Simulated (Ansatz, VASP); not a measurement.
**One calculation of Ge, two programs**

The input INCAR:

```
SYSTEM = Ge
PREC = Accurate
ENCUT = 520
EDIFF = 1E-7
ISMEAR = 0
SIGMA = 0.15
LREAL = .False.
LASPH = .True.
NELM = 60
ALGO = Normal
ISIF = 2
LWAVE = .False.
LCHARG = .False.
GGA = PE
NBANDS = 21
```

File KPOINTS:

```
Automatic mesh
0
Gamma
  14 14 14
  0 0 0
```

The input POSCAR:

```
Ge
1.0
   -0.0864160431      2.8805347716      2.9669508147
    2.8805347716     -0.0864160431      2.9669508147
    2.7941187285      2.7941187285      0.0000000000
Ge
2
Direct
    0.5000000000      0.5000000000      0.5000000000
    0.7500000000      0.7500000000      0.7500000000
```

Input for Ansatz:

```yaml
crystal:
  lattice:
    - [-0.0864160431, 2.8805347716, 2.9669508147]
    - [2.8805347716, -0.0864160431, 2.9669508147]
    - [2.7941187285, 2.7941187285, 0.0]
  atoms:
    - { symbol: Ge, position: [0.5, 0.5, 0.5] }
    - { symbol: Ge, position: [0.75, 0.75, 0.75] }
basis:
  ecutwfc: 420
kpoints:
  mp_grid: { grid: [14, 14, 14] }
hamiltonian:
  xc: pbe
scf:
  occupations: { method: gaussian, width: 0.15 }
output:
  forces: true
  stress: true
  eigenvalues: true
```

Change from the starting cell: engineering shear strain xy -0.0600, normal strain along z +0.0300.

Alike in both runs: task single point; functional PBE; k mesh 14 × 14 × 14; occupations gaussian, width 0.15 eV; no spin polarisation.

|  | VASP | Ansatz |
| --- | --- | --- |
| version | VASP 6.6.1 | Ansatz 0.2.0 |
| potentials or method | VASP PAW PBE potentials, release 64 (Ge_d), cutoff 520 eV | scalar-relativistic, plane waves, PAW |
| valence electrons in the cell | 28 | 28 |

Ansatz gave:

| Quantity | Value |
| --- | --- |
| gap on the k mesh at the Fermi level (eV) | none |
| pressure (GPa) | -1.3 |
| traceless stress, the component that is largest in VASP (GPa) | 3.99 |
| rms of the force components (eV/Å) | 0.226 |

Estimate VASP's values.

gap on the k mesh at the Fermi level (eV): none; pressure (GPa): -1.3; traceless stress, the component that is largest in VASP (GPa): 3.98; rms of the force components (eV/Å): 0.225.

Atom by atom the forces differ by 0.001 eV/Å (rms over components). A gap of «none» marks a metal or a gap that the smearing closes. With one functional, cell and mesh, what is left measures potentials, basis and numerics.
